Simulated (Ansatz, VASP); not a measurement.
**MoS2: VASP beside Ansatz**

Contents of INCAR:

```
SYSTEM = MoS2
PREC = Accurate ; ENCUT = 520
EDIFF = 1E-6 ; ISMEAR = 0
SIGMA = 0.05 ; LREAL = .False.
LASPH = .True. ; NELM = 60
ALGO = Normal ; ISIF = 2
LWAVE = .False. ; LCHARG = .False.
GGA = PS ; NBANDS = 35
```

File KPOINTS:

```
regular mesh
0
Gamma
  12 12 2
  0 0 0
```

Contents of POSCAR:

```
MoS2
1.0
    3.1414322073      0.0000000000      0.0000000000
   -1.5707161036      2.7205600958      0.0000000000
    0.0000000000      0.0000000000     12.5788196111
Mo S
2 4
Direct
    0.3253751797      0.6587085131      0.2500000000
    0.6666666667      0.3333333333      0.7500000000
    0.3333333333      0.6666666667      0.6260538431
    0.6666666667      0.3333333333      0.1260538431
    0.3333333333      0.6666666667      0.8739461569
    0.6666666667      0.3333333333      0.3739461569
```

Input for Ansatz:

```yaml
crystal:
  lattice:
    - [3.1414322073, 0.0, 0.0]
    - [-1.5707161036, 2.7205600958, 0.0]
    - [0.0, 0.0, 12.5788196111]
  atoms:
    - { symbol: Mo, position: [0.3253751797, 0.6587085131, 0.25] }
    - { symbol: Mo, position: [0.6666666667, 0.3333333333, 0.75] }
    - { symbol: S, position: [0.3333333333, 0.6666666667, 0.6260538431] }
    - { symbol: S, position: [0.6666666667, 0.3333333333, 0.1260538431] }
    - { symbol: S, position: [0.3333333333, 0.6666666667, 0.8739461569] }
    - { symbol: S, position: [0.6666666667, 0.3333333333, 0.3739461569] }
basis:
  ecutwfc: 420
kpoints:
  mp_grid: { grid: [12, 12, 2] }
hamiltonian:
  xc: pbesol
scf:
  occupations: { method: gaussian, width: 0.05 }
output:
  forces: true
  stress: true
  eigenvalues: true
```

Alike in both runs: task single point; functional PBEsol; k mesh 12 × 12 × 2; occupations gaussian, width 0.05 eV; no spin polarisation.

|  | VASP | Ansatz |
| --- | --- | --- |
| version | VASP 6.6.1 | Ansatz 0.2.0 |
| potentials or method | VASP PAW PBE potentials, release 64 (Mo_sv, S), cutoff 520 eV | scalar-relativistic, plane waves, PAW |
| valence electrons in the cell | 52 | 52 |

VASP gave:

* gap on the k mesh at the Fermi level (eV): 0.98
* least direct gap on the mesh (eV): 1.74
* pressure (GPa): 0.0
* traceless stress, the component that is largest in VASP (GPa): 0.22
* rms of the force components (eV/Å): 0.151

Problem. What did Ansatz give for the same quantities?

Solution. gap on the k mesh at the Fermi level (eV): 0.97; least direct gap on the mesh (eV): 1.74; pressure (GPa): 0.0; traceless stress, the component that is largest in VASP (GPa): 0.21; rms of the force components (eV/Å): 0.151.

VASP's potentials were made for PBE, not for PBEsol. Atom by atom the forces differ by 0.001 eV/Å (rms over components).
